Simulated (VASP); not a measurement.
A run of VASP 6.6.1 is set up as follows.

The input INCAR:

```
PREC     = Accurate       # precision mode
ENCUT    = 600            # plane-wave cutoff, eV
EDIFF    = 1E-6           # SCF threshold, eV
ISMEAR   = 0              # smearing method
SIGMA    = 0.1            # smearing width, eV
LREAL    = F              # projectors in reciprocal space
LASPH    = T              # aspherical terms in the spheres
NELM     = 200            # most SCF steps
ALGO     = Normal         # electronic algorithm
ISIF     = 2              # what is computed and relaxed
LWAVE    = F              # write WAVECAR
LCHARG   = F              # write CHGCAR
ISPIN    = 2              # spin polarisation
MAGMOM   = 3 3            # initial moments
LORBIT   = 11             # projections on sites
LMAXMIX  = 4              # l up to which the mixer works
NBANDS   = 28             # bands
GGA_COMPAT= F
```

Contents of KPOINTS:

```
regular mesh
0
Gamma
  9 9 4
```

File POSCAR:

```
Co
1.0
    2.5190008694      0.0000000000      0.0000000000
   -1.2595004347      2.1815187451      0.0000000000
    0.0000000000      0.0000000000      4.0910000000
Co
2
Direct
    0.3333333333      0.6666666667      0.2500000000
    0.6666666667      0.3333333333      0.7500000000
```

Potentials or basis: VASP PAW LDA potentials, release 64 (Co_sv).

Run with:

```console
$ cat potpaw_LDA.64/Co_sv/POTCAR > POTCAR
$ mpirun -np 1 vasp_std > vasp.out
```

Estimate the site moments.

Co +1.57 μB.

What does it give for the pressure?

-28.1 GPa.

Stress tensor (GPa, compression positive):
```
-27.81   0.00   0.00
  0.00 -27.81   0.00
  0.00   0.00 -28.74
```

Caveat: the k points lie up to 0.38 Å⁻¹ apart.
